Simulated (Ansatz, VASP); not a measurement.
**Hf2WS2: VASP beside Ansatz**

```
Hf W S
1.0
     4.14458    0.00000    0.00000
     0.00000    4.14458    0.00000
     0.00000    0.00000    5.76900
Hf W S
2 1 2
Direct
  0.50000 0.50000 0.50000
  0.00000 0.00000 0.50000
  0.50000 0.50000 0.00000
  0.00000 0.50000 0.80334
  0.50000 0.00000 0.19666
```

Alike in both runs: functional PBE; k mesh 10 × 10 × 8; occupations gaussian, width 0.1 eV; no spin polarisation.

Ansatz relaxed the structure, and its values are those at the end. VASP's run is a single point on that final structure, the one shown.

```csv
,VASP,Ansatz
version,VASP 6.6.1,Ansatz 0.2.0
potentials or method,"VASP PAW PBE potentials, release 64 (Hf_pv, W_sv, S), cutoff 520 eV","scalar-relativistic, plane waves, PAW"
valence electrons in the cell,46,78
```

Ansatz gave:

- gap on the k mesh at the Fermi level (eV): none
- pressure (GPa): 0.0
- rms of the force components (eV/Å): 0.002

Q: Which values does VASP return?

A: gap on the k mesh at the Fermi level (eV): none; pressure (GPa): -0.3; rms of the force components (eV/Å): 0.022.

A gap of «none» marks a metal or a gap that the smearing closes. VASP's potentials hold 46 valence electrons a cell and Ansatz's 78, so a difference there can come from the potentials and not from the codes.

Neither program's run includes spin-orbit coupling.
